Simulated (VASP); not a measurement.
# N in VASP: notebook

Runs on N. Level: PBE+D3(BJ). Tasks: single point.

Everything below comes from runs of VASP 6.6.1. Logs are shortened: lines on timing, memory, paths and dates and some standing lists are left out, and cuts for length are marked.

### 1 The cell of the first run

The cell holds a disordered packing, 24 atoms: a = 7.182 Å, b = 8.453 Å, c = 6.455 Å, α = 82.62°, β = 84.03°, γ = 85.41°.

### 2 Single point, PBE+D3(BJ)

INCAR

```
SYSTEM = N
ALGO = Normal
EDIFF = 1E-6
ENCUT = 520
GGA = PE
ISIF = 2
ISMEAR = -1
IVDW = 12
LASPH = .True.
LCHARG = .False.
LREAL = Auto
LWAVE = .False.
NBANDS = 78
NELM = 80
PREC = Accurate
SIGMA = 0.02
```

KPOINTS

```
k-points
0
Gamma
  1 1 1
  0 0 0
```

POSCAR

```
N
1.0
    7.1671090000      0.3013110000      0.3440460000
    0.3013110000      8.4346150000      0.4646960000
    0.3440460000      0.4646960000      6.4287740000
N
24
Direct
    0.4448535302      0.9627971691      0.0543092554
    0.4786230132      1.0916172310      0.0213355620
    0.7272586219      0.6632071839      0.8159564879
    0.7680107578      0.7707573426      0.8636796249
    0.7891683847      0.4660427973      0.3456524604
    0.7907423501      0.4265261443      0.1890629946
    0.1280349107      0.6235316044      0.0886012572
    0.1592047973      0.7481818981      0.0337932382
    0.2711721266      1.0783972364      0.6587690643
    0.2374590366      0.9616262376      0.6303129185
    0.3578305073      0.3205196106      0.3581313738
    0.4922184406      0.2463858302      0.3600623859
    1.0195195837      0.1609730255      0.2641770957
    1.0765648469      0.1708832401      0.0972352446
    0.7604227376      0.1381140609      0.6927912767
    0.8802203794      0.1723821569      0.7714781077
    0.4649046681      0.7119264507      0.5091362730
    0.4766643386      0.6859346473      0.3453464773
    1.0567370061      0.6167922293      0.5667974918
    1.0769886996      0.4859422355      0.5824362363
    0.8584401676      0.8545010220      0.3287211352
    0.7381032920      0.9425305260      0.3520995371
    0.3767933596      0.4198918031      0.8866921921
    0.5095460117      0.4181659134      0.7863198653
```

Potentials or basis: VASP PAW PBE potentials, release 64 (N).

On the command line:

```bash
cat potpaw_PBE.64/N/POTCAR > POTCAR
mpirun -np 1 vasp_gam > vasp.out
```

OUTCAR:

```text
SYSTEM = N
   EDIFF = 1E-6
   ENCUT = 520
   GGA = PE
   ISIF = 2
   ISMEAR = -1
   IVDW = 12
   LASPH = .True.
   LREAL = Auto
   NELM = 80
   PREC = Accurate
 IVDW          = 12

 ion  position               nearest neighbor table
   1  0.445  0.963  0.054-   2 1.12
   2  0.479  0.092  0.021-   1 1.12
   3  0.727  0.663  0.816-   4 1.07
   4  0.768  0.771  0.864-   3 1.07
   5  0.789  0.466  0.346-   6 1.10
   6  0.791  0.427  0.189-   5 1.10
[... 16 lines left out ...]
  23  0.377  0.420  0.887-  24 1.10
  24  0.510  0.418  0.786-  23 1.10

  LATTYP: Found a triclinic cell.
 ALAT       =    11.5216215871
 B/A-ratio  =     0.6233224637
 C/A-ratio  =     0.8639825042
 COS(alpha) =     0.0006045701
 COS(beta)  =     0.5622205765
 COS(gamma) =     0.6820676161

  Lattice vectors:

 A1 = (   7.4684200000,   8.7359260000,   0.8087420000)
 A2 = (   7.1671090000,   0.3013110000,   0.3440460000)
 A3 = (  -0.0427350000,   7.9699190000,  -5.9640780000)

Analysis of symmetry for initial positions (statically):
=====================================================================
 Subroutine PRICEL returns:
 Original cell was already a primitive cell.

 Routine SETGRP: Setting up the symmetry group for a
 triclinic supercell.

 Subroutine GETGRP returns: Found  1 space group operations
 (whereof  1 operations were pure point group operations)
 out of a pool of  2 trial point group operations.

The static configuration has the point symmetry C_1 .

Analysis of symmetry for dynamics (positions and initial velocities):
=====================================================================
 Subroutine PRICEL returns:
 Original cell was already a primitive cell.

 Routine SETGRP: Setting up the symmetry group for a
 triclinic supercell.

 Subroutine GETGRP returns: Found  1 space group operations
 (whereof  1 operations were pure point group operations)
 out of a pool of  2 trial point group operations.

The dynamic configuration has the point symmetry C_1 .

 Subroutine INISYM returns: Found  1 space group operations
 (whereof  1 operations are pure point group operations),
 and found     1 'primitive' translations

----------------------------------------------------------------------------------------

                                     Primitive cell

  volume of cell :     385.5976

  direct lattice vectors                    reciprocal lattice vectors
     7.167109000  0.301311000  0.344046000     0.140063863 -0.004608907 -0.007162590
     0.301311000  8.434615000  0.464696000    -0.004608907  0.119184753 -0.008368470
     0.344046000  0.464696000  6.428774000    -0.007162590 -0.008368470  0.156538876

  length of vectors
     7.181685553  8.452778294  6.454722702     0.140322594  0.119567047  0.156925950

  position of ions in fractional coordinates (direct lattice)
     0.444853530  0.962797169  0.054309255
     0.478623013  0.091617231  0.021335562
     0.727258622  0.663207184  0.815956488
     0.768010758  0.770757343  0.863679625
     0.789168385  0.466042797  0.345652460
     0.790742350  0.426526144  0.189062995
[... 16 lines left out ...]
     0.376793360  0.419891803  0.886692192
     0.509546012  0.418165913  0.786319865

  ion indices of the primitive-cell ions
   primitive index   ion index
                 1           1
                 2           2
                 3           3
                 4           4
                 5           5
                 6           6
[... 16 lines left out ...]
                23          23
                24          24

----------------------------------------------------------------------------------------

 KPOINTS: k-points

Automatic generation of k-mesh.
 Grid dimensions read from file:
 generate k-points for:    1    1    1

 Generating k-lattice:

  Cartesian coordinates                     Fractional coordinates (reciprocal lattice)
     0.140063863 -0.004608907 -0.007162590     1.000000000  0.000000000 -0.000000000
    -0.004608907  0.119184753 -0.008368470     0.000000000  1.000000000  0.000000000
    -0.007162590 -0.008368470  0.156538876     0.000000000 -0.000000000  1.000000000

  Length of vectors
     0.140322594  0.119567047  0.156925950

  Shift w.r.t. Gamma in fractional coordinates (k-lattice)
     0.000000000  0.000000000  0.000000000

 Subroutine IBZKPT returns following result:
 ===========================================

 Found      1 irreducible k-points:

 Following reciprocal coordinates:
            Coordinates               Weight
  0.000000  0.000000  0.000000      1.000000
   k-points           NKPTS =      1   k-points in BZ     NKDIM =      1   number of bands    NBANDS=     78
   number of dos      NEDOS =    301   number of ions     NIONS =     24
   total plane-waves  NPLWV = 165888
   dimension x,y,z NGX =    54 NGY =   64 NGZ =   48
   dimension x,y,z NGXF=   108 NGYF=  128 NGZF=   96
   ions per type =              24
   NGX,Y,Z   is equivalent  to a cutoff of  12.50, 12.59, 12.36 a.u.
   NGXF,Y,Z  is equivalent  to a cutoff of  25.00, 25.17, 24.73 a.u.
 SYSTEM =  N
   PREC   = accura    normal or accurate (medium, high low for compatibility)
   ISTART =      0    job   : 0-new  1-cont  2-samecut
   ICHARG =      2    charge: 1-file 2-atom 10-const
   ISPIN  =      1    spin polarized calculation?
   LNONCOLLINEAR =      F non collinear calculations
   LSORBIT =      F    spin-orbit coupling
   LASPH  =      T    aspherical Exc in radial PAW
   ENCUT  =  520.0 eV  38.22 Ry    6.18 a.u.  13.35 15.72 12.00*2*pi/ulx,y,z
   NELM   =     80;   NELMIN=  2; NELMDL= -5     # of ELM steps
   EDIFF  = 0.1E-05   stopping-criterion for ELM
   LREAL  =      T    real-space projection
   EDIFFG = 0.1E-04   stopping-criterion for IOM
   NSW    =      0    number of steps for IOM
   IBRION =     -1    ionic relax: 0-MD 1-quasi-New 2-CG
   NFREE  =      0    steps in history (QN), initial steepest desc. (CG)
   ISIF   =      2    stress and relaxation
   ISYM   =      2    0-nonsym 1-usesym 2-fastsym
   POTIM  = 0.5000    time-step for ionic-motion
   TEBEG  =    0.0;   TEEND  =   0.0 temperature during run
   PSTRESS=    0.0 pullay stress
   NELECT =     120.0000    total number of electrons
   NUPDOWN=      -1.0000    fix difference up-down
   EMIN   =  10.00;   EMAX   =-10.00  energy-range for DOS
   EFERMI =   0.00;   METHOD = LEGACY
   ISMEAR =    -1;   SIGMA  =   0.02  broadening in eV -4-tet -1-fermi 0-gaus
   EFERMI_NEDOS =   21; number of points for ismear=-14 and -15
   IALGO  =     38    algorithm
   IMIX   =      4    mixing-type and parameters
     AMIX     =   0.40;   BMIX     =  1.00
     AMIX_MAG =   1.60;   BMIX_MAG =  1.00
  volume/ion in A,a.u.               =      16.07       108.42
  Fermi-wavevector in a.u.,A,eV,Ry     =   1.109406  2.096473 16.745798  1.230781
  Thomas-Fermi vector in A             =   2.245945
   LORBIT       =      0    0 simple, 1 ext, 2 COOP (PROOUT), +10 PAW based schemes
   GGA     = PE    functional components
   LHFCALC =     F    Hartree Fock is set to
   AEXX    =    0.0000 exact exchange contribution
   IVDW    =    12    specifies the selected vdW correction
   LEPSILON=     F    determine dielectric tensor
   LRPA    =     F    only Hartree local field effects (RPA)
 non-spin polarized calculation
  energy-cutoff  :      520.00
  volume of cell :      385.60
 maximum number of plane-waves:      5188
 NGX is ok and might be reduce to    54
   NGX = 27   NGY = 31   NGZ = 23

 number of electron     119.9999994 magnetization

 Free energy of the ion-electron system (eV)
  ---------------------------------------------------
  ext. energy  EPLUGINS =         0.00000000
  ---------------------------------------------------
  free energy    TOTEN  =      -196.79407951 eV

  energy without entropy =     -196.79407951  energy(sigma->0) =     -196.79407951

 E-fermi :  -3.9716     XC(G=0):  -7.7595

 val. band max:       -4.5298483926   @ k =   0.0000   0.0000   0.0000
 cond. band min:       2.0156917824   @ k =   0.0000   0.0000   0.0000
 fundamental gap:      6.5455401749
 Fermi energy:        -3.9715749725

 k-point     1 :       0.0000    0.0000    0.0000
  band No.  band energies     occupation
      1     -24.0692      2.00000
      2     -23.7588      2.00000
      3     -23.5979      2.00000
      4     -23.4728      2.00000
      5     -23.4555      2.00000
      6     -23.4029      2.00000
[... 64 lines left out ...]
     71       2.9586      0.00000
     72       3.0427      0.00000
 [bands above 72 left out]

------------------------ aborting loop because EDIFF is reached ----------------------------------------

 Edisp (eV)   -2.01928

 E8    (eV) :    -0.5063

  FORCE on cell =-STRESS in cart. coord.  units (eV):
  Direction    XX          YY          ZZ          XY          YZ          ZX
  --------------------------------------------------------------------------------------
  -------------------------------------------------------------------------------------
  Total      13.66099    24.77421    13.26538     2.22309     4.25317    -1.02636
  in kB      56.76210   102.93809    55.11832     9.23706    17.67214    -4.26456
  external pressure =       71.61 kB  Pullay stress =        0.00 kB

 VOLUME and BASIS-vectors are now :
 -----------------------------------------------------------------------------
  energy-cutoff  :      520.00
  volume of cell :      385.60
      direct lattice vectors                 reciprocal lattice vectors
     7.167109000  0.301311000  0.344046000     0.140063863 -0.004608907 -0.007162590
     0.301311000  8.434615000  0.464696000    -0.004608907  0.119184753 -0.008368470
     0.344046000  0.464696000  6.428774000    -0.007162590 -0.008368470  0.156538876

 POSITION                                       TOTAL-FORCE (eV/Angst)
 -----------------------------------------------------------------------------------
      3.49710      8.28010      0.94960         0.489063      1.668967     -0.205883
      3.46529      0.92688      0.34440        -0.350302     -1.882044      0.232874
      5.69290      6.19220      5.80400        -2.501796     -6.813863     -2.611253
      6.03380      7.13380      6.17480         2.466852      7.132127      2.839240
      5.91540      4.32930      2.71020        -0.053629      0.495416      1.105660
      5.86090      3.92370      1.68570        -0.130726     -0.323693     -1.304670
[... 16 lines left out ...]
      3.13210      4.06720      6.02510        -2.124567      0.004517      1.371575
      4.04850      4.04600      5.42470         2.049853     -0.145501     -1.516439
 -----------------------------------------------------------------------------------
    total drift:                                0.001574     -0.001847      0.006363

  FREE ENERGIE OF THE ION-ELECTRON SYSTEM (eV)
  ---------------------------------------------------
  free  energy   TOTEN  =      -198.8133639608 eV

  energy  without entropy=     -198.8133639608  energy(sigma->0) =     -198.81336396
```

Run time: 75 s. Hardware: 1 thread of Intel Xeon 8259CL, shared host; peak memory 0.35 GiB.

What came out:

```
Free energy                : -198.8134 eV
Pressure                   : 7.2 GPa
Largest force              : 8.063 eV/Å
Dispersion energy per atom : -0.084 eV
```

Forces on the atoms (eV/Å):
```
N    0.489  1.669 -0.206
N   -0.350 -1.882  0.233
N   -2.502 -6.814 -2.611
N    2.467  7.132  2.839
N   -0.054  0.495  1.106
N   -0.131 -0.324 -1.305
N   -0.369 -1.626  0.472
N    0.374  1.704 -0.553
N    1.498  5.408  1.655
N   -1.816 -5.606 -1.479
N   -0.309  0.493 -0.239
N    0.438 -0.142  0.008
N   -0.039 -0.044  0.650
N    0.493 -0.002 -0.489
N    0.772  0.259  0.478
N   -0.935 -0.229 -0.704
N   -0.096  0.391  1.695
N   -0.106 -0.629 -1.752
N    0.097  2.313  0.027
N    0.231 -2.421  0.328
N    0.656 -0.588 -0.209
N   -0.734  0.585  0.201
N   -2.125  0.005  1.372
N    2.050 -0.146 -1.516
```

Levels at points of the mesh, in eV from the Fermi level:
```
           k point  band 58  band 59  band 60  band 61  band 62  band 63
(0.00, 0.00, 0.00)    -0.69    -0.66    -0.56     5.99     6.19     6.33
```

Caveat: the k points lie up to 0.99 Å⁻¹ apart, too coarse for converged energies, forces and pressures; the standard files for N, O and F lose accuracy on very short bonds; the atoms stand as in a frame of molecular dynamics.

### 3 Single point, PBE+D3(BJ)

This run uses another cell than the first one, of 29.00 Å³/atom.

INCAR

```
SYSTEM = N
PREC = Accurate ; ENCUT = 520
EDIFF = 1E-6 ; ISMEAR = -1
SIGMA = 0.02 ; LREAL = Auto
LASPH = .TRUE. ; NELM = 60
ALGO = Normal ; ISIF = 2
LWAVE = .FALSE. ; LCHARG = .TRUE.
GGA = PE ; IVDW = 12
LELF = .TRUE. ; LVHAR = .TRUE.
NBANDS = 78
```

KPOINTS

```
Automatic mesh
0
G
  1 1 1
  0 0 0
```

POSCAR

```
N
1.0
    8.8620950000      0.0000000000      0.0000000000
    0.0000000000      8.8620950000      0.0000000000
    0.0000000000      0.0000000000      8.8620950000
N
24
Direct
    0.4871991446      0.9706708605      0.0047173892
    0.5835999373      1.0367678889      0.0471365659
    0.6218225634      0.6770221947      0.7874354862
    0.5878965315      0.7201096614      0.6758493345
    0.6239589013      0.4308031994      0.1007332030
    0.7478152269      0.4415981268      0.1004139363
    0.1098518490      0.6317091739      0.0755939929
    0.0993844552      0.6928200072     -0.0321979847
    0.1431126317      0.9829220253      0.6069677466
    0.2360884469      0.9177661421      0.6577374085
    0.3638807454      0.2992882990      0.4185663449
    0.3691871421      0.2353787522      0.3120243681
    0.9922621594      0.1695912399      0.2434167574
    1.0320532264      0.0874808919      0.1589521398
    0.8444781665      0.1956001624      0.8047574876
    0.9583572320      0.2432959509      0.8195334005
    0.3658014264      0.7859493775      0.3229561101
    0.4205496738      0.6744308254      0.3282378461
    0.9218125836      0.4763442170      0.4949531587
    0.8056195567      0.4325900422      0.4879795956
    0.8212340732      0.8293715488      0.3772141628
    0.7869635755      0.7954099264      0.2626016862
    0.3821435368      0.2823905280      0.7973066305
    0.3411294145      0.3951907581      0.8297376333
```

Potentials or basis: VASP PAW PBE potentials, release 64 (N).

On the command line:

```bash
cat potpaw_PBE.64/N/POTCAR > POTCAR
mpirun -np 1 vasp_gam > vasp.out
```

Run time: 3.8 min. Hardware: 1 thread of Intel Xeon 8259CL, shared host; peak memory 0.64 GiB.

It converged, with:

```yaml
Free_energy: -200.8031 eV
Pressure: 1.5 GPa
Largest_force: 1.761 eV/Å
Dispersion_energy_per_atom: -0.040 eV
```

Forces in eV/Å, atoms in the order of the input:
```
N   -1.347 -0.926 -0.590
N    1.349  0.922  0.594
N    0.481 -0.607  1.571
N   -0.476  0.611 -1.575
N   -1.745 -0.151  0.001
N    1.744  0.155 -0.004
N    0.144 -0.851  1.500
N   -0.161  0.854 -1.509
N   -1.283  0.904 -0.703
N    1.286 -0.905  0.706
N   -0.074  0.894  1.488
N    0.079 -0.892 -1.481
N   -0.555  1.156  1.188
N    0.568 -1.163 -1.194
N   -1.603 -0.674 -0.212
N    1.599  0.668  0.210
N   -0.770  1.557 -0.073
N    0.765 -1.557  0.072
N    1.629  0.609  0.096
N   -1.622 -0.611 -0.099
N    0.483  0.476  1.609
N   -0.481 -0.473 -1.597
N    0.573 -1.593 -0.456
N   -0.581  1.596  0.457
```

Stress tensor (GPa, compression positive):
```
 1.65 -0.09  0.42
-0.09  1.33  0.27
 0.42  0.27  1.53
```

Levels at points of the mesh, in eV from the Fermi level:
| k point | band 58 | band 59 | band 60 | band 61 | band 62 | band 63 |
| --- | --- | --- | --- | --- | --- | --- |
| (0.00, 0.00, 0.00) | -0.56 | -0.53 | -0.48 | 7.07 | 7.13 | 7.18 |

Caveat: the k points lie up to 0.71 Å⁻¹ apart; the standard files for N, O and F lose accuracy on very short bonds.
